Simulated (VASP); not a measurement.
Input of a VASP 6.6.1 run:

Contents of INCAR:

```
SYSTEM = Nb
  PREC = Accurate
  ENCUT = 520
  EDIFF = 1E-6
  ISMEAR = 0
  SIGMA = 0.15
  LREAL = .FALSE.
  LASPH = .TRUE.
  NELM = 80
  ALGO = Fast
  ISIF = 2
  LWAVE = .FALSE.
  LCHARG = .TRUE.
  GGA = PE
  LELF = .TRUE.
  LVHAR = .TRUE.
  NBANDS = 12
```

KPOINTS

```
Automatic mesh
0
G
  20 20 20
  0 0 0
```

Contents of POSCAR:

```
Nb
1.0
   -1.6140315000      1.6140315000      1.6639500000
    1.6140315000     -1.6140315000      1.6639500000
    1.6140315000      1.6140315000     -1.6639500000
Nb
1
Direct
    0.0000000000      0.0000000000      0.0000000000
```

Potentials or basis: VASP PAW PBE potentials, release 64 (Nb_sv).

Run with:

```bash
$ cat potpaw_PBE.64/Nb_sv/POTCAR > POTCAR
$ mpirun -np 1 vasp_std > vasp.out
```

Question: What does it give for the pressure?

Answer: 7.9 GPa.

Stress tensor (GPa, compression positive):
```
9.29 0.00 0.00
0.00 9.29 0.00
0.00 0.00 5.21
```

Caveat: the cell differs from its parent crystal (strain -0.030 along x and y, +0.000 along z).
